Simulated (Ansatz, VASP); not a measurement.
## PtS2: VASP beside Ansatz

Contents of INCAR:

```
SYSTEM = PtS2
PREC = Accurate
ENCUT = 520
EDIFF = 1E-6
ISMEAR = -1
SIGMA = 0.02
LREAL = .FALSE.
LASPH = .TRUE.
NELM = 60
ALGO = Normal
ISIF = 2
LWAVE = .FALSE.
LCHARG = .TRUE.
GGA = PE
LELF = .TRUE.
LVHAR = .TRUE.
NBANDS = 18
```

Contents of KPOINTS:

```
regular mesh
0
G
  12 12 6
  0 0 0
```

File POSCAR:

```
PtS2
1.0
    3.5640100334      0.0000000000      0.0000000000
   -1.7820050167      3.0865232283      0.0000000000
    0.0000000000      0.0000000000      5.1391037203
Pt S
1 2
Direct
    0.0000000000      0.0000000000      0.0000000000
    0.3333333333      0.6666666667      0.2375186075
    0.6666666667      0.3333333333      0.7624813925
```

Input for Ansatz:

```yaml
crystal:
  lattice:
    - [3.5640100334, 0.0, 0.0]
    - [-1.7820050167, 3.0865232283, 0.0]
    - [0.0, 0.0, 5.1391037203]
  atoms:
    - { symbol: Pt, position: [0.0, 0.0, 0.0] }
    - { symbol: S, position: [0.3333333333, 0.6666666667, 0.2375186075] }
    - { symbol: S, position: [0.6666666667, 0.3333333333, 0.7624813925] }
kpoints:
  mp_grid: { grid: [12, 12, 6] }
  band_path:
    path:
      - [0.0, 0.0, 0.0]
      - [0.5, 0.0, 0.0]
      - [0.3333333333, 0.3333333333, 0.0]
      - [0.0, 0.0, 0.5]
      - [0.5, 0.0, 0.5]
      - [0.3333333333, 0.3333333333, 0.5]
      - [0.0, 0.1666666667, 0.1666666667]
      - [0.0, 0.25, 0.3333333333]
    npoints: 1
hamiltonian:
  xc: pbe
scf:
  occupations: { method: fermi_dirac, width: 0.02 }
  n_extra_bands: 4
output:
  forces: true
  stress: true
  eigenvalues: true
```

Change from the starting cell: hydrostatic strain +0.3%.

Alike in both runs: task single point; functional PBE; k mesh 12 × 12 × 6; occupations fermi-dirac, width 0.02 eV; no spin polarisation.

|  | VASP | Ansatz |
| --- | --- | --- |
| version | VASP 6.6.1 | Ansatz 0.2.0 |
| potentials or method | VASP PAW PBE potentials, release 64 (Pt, S) | plane waves, PAW |
| plane-wave cutoff (eV) | 520 | 420 |
| valence electrons in the cell | 22 | 30 |

|  | VASP | Ansatz | Ansatz less VASP |
| --- | --- | --- | --- |
| pressure (GPa) | 2.5 | 2.9 | +0.45 |
| traceless stress, the component that is largest in VASP (GPa) | -0.42 | -0.56 | -0.138 |
| rms of the force components (eV/Å) | 0.009 | 0.028 | +0.0184 |

Atom by atom the forces differ by 0.018 eV/Å (rms over components). VASP's potentials hold 22 valence electrons a cell and Ansatz's 30, so a difference there can come from the potentials and not from the codes.

Neither program's run includes spin-orbit coupling.
